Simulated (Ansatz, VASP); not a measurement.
## One calculation of BiTe, two programs

The input INCAR:

```
PREC = Accurate
ENCUT = 520
EDIFF = 1E-8
ISMEAR = -1
SIGMA = 0.05
LREAL = F
LASPH = T
NELM = 60
ALGO = Normal
ISIF = 2
LWAVE = F
LCHARG = F
GGA = PE
LEFG = T
NBANDS = 18
```

Contents of KPOINTS:

```
Automatic mesh
0
Gamma
  10 10 10
```

The input POSCAR:

```
BiTe
1.0
    0.0000000000      3.2533160000      3.2533160000
    3.2533160000      0.0000000000      3.2533160000
    3.2533160000      3.2533160000      0.0000000000
Bi Te
1 1
Direct
    0.0000000000      0.0000000000      0.0000000000
    0.5000000000      0.5000000000      0.5000000000
```

Input for Ansatz:

```yaml
crystal:
  lattice:
    - [0.0, 3.253316, 3.253316]
    - [3.253316, 0.0, 3.253316]
    - [3.253316, 3.253316, 0.0]
  atoms:
    - { symbol: Bi, position: [0.0, 0.0, 0.0] }
    - { symbol: Te, position: [0.5, 0.5, 0.5] }
kpoints:
  mp_grid: { grid: [10, 10, 10] }
  band_path:
    path:
      - [0.0, 0.0, 0.0]
      - [0.5, 0.0, 0.5]
      - [0.625, 0.25, 0.625]
      - [0.375, 0.375, 0.75]
      - [0.0, 0.0, 0.0]
      - [0.5, 0.5, 0.5]
      - [0.5, 0.25, 0.75]
      - [0.5, 0.0, 0.5]
    npoints: 5
scf:
  occupations: { method: fermi_dirac, width: 0.05 }
hamiltonian:
  xc: pbe
  pseudopotentials: { kind: paw }
output:
  forces: true
  stress: true
  eigenvalues: true
  efg: { contact_densities: true }
  write_density: true
  write_potential: true
  elf: true
  volumetric_format: npy
```

Alike in both runs: task electric field gradients; functional PBE; k mesh 10 × 10 × 10; occupations fermi-dirac, width 0.05 eV; no spin polarisation.

```csv
,VASP,Ansatz
version,VASP 6.6.1,Ansatz 0.2.0
potentials or method,"VASP PAW PBE potentials, release 64 (Bi_d, Te)","PAW with Ansatz's default frozen-core files, scalar-relativistic"
plane-wave cutoff (eV),520,420
valence electrons in the cell,21,31
```

```tsv
	VASP	Ansatz	Ansatz less VASP
pressure (GPa)	-0.1	0.0	+0.05
```

VASP's potentials hold 21 valence electrons a cell and Ansatz's 31, so a difference there can come from the potentials and not from the codes.

Neither program's run includes spin-orbit coupling.
